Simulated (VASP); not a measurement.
Set up this calculation in VASP 6.6.1, as the native input.

| Property | Result |
| --- | --- |
| Task | electric field gradients |
| Functional | PBE |
| Potentials or basis | VASP PAW PBE potentials, release 64 (Bi_d, P) |
| Cutoff | 520 eV |
| k mesh | 4 × 4 × 4 |
| Occupations | fermi-dirac, width 0.05 eV |
| Spin | no spin polarisation |
| Dipole correction | no |
| Further INCAR settings | ALGO = Normal; EDIFF = 1e-08; NBANDS = 17 |

The structure of BiP (zincblende type) lies in POSCAR:

```
BiP
1.0
    0.0000000000      3.2519146124      3.2519146124
    3.2519146124      0.0000000000      3.2519146124
    3.2519146124      3.2519146124      0.0000000000
Bi P
1 1
Direct
    0.0000000000      0.0000000000      0.0000000000
    0.2500000000      0.2500000000      0.2500000000
```

These files were run (other wordings do the same):

INCAR

```
SYSTEM = BiP
PREC = Accurate
ENCUT = 520
EDIFF = 1E-8
ISMEAR = -1
SIGMA = 0.05
LREAL = .False.
LASPH = .True.
NELM = 60
ALGO = Normal
ISIF = 2
LWAVE = .False.
LCHARG = .False.
GGA = PE
LEFG = .True.
NBANDS = 17
```

KPOINTS

```
Automatic mesh
0
Gamma
  4 4 4
  0 0 0
```

Potentials or basis: VASP PAW PBE potentials, release 64 (Bi_d, P).

Run with:

```sh
$ cat potpaw_PBE.64/Bi_d/POTCAR potpaw_PBE.64/P/POTCAR > POTCAR
$ mpirun -np 1 vasp_std > vasp.out
```

It gave:

```yaml
Pressure: -1.0 GPa
Band_gap_on_the_k_mesh: zero (band 10 reaches 4.49 eV, above the bottom of band 11 at 3.80 eV)
```

Caveat: the k points lie up to 0.42 Å⁻¹ apart; without QUAD_EFG the Cq values of the log hold for a quadrupole moment of 1 mb, not for the nuclei; spin-orbit coupling is left out, which moves the levels of the heavy elements.

Run time: 11 s on 1 thread of AMD EPYC 9R14 (Zen 4) (shared host), peak memory 0.17 GiB.
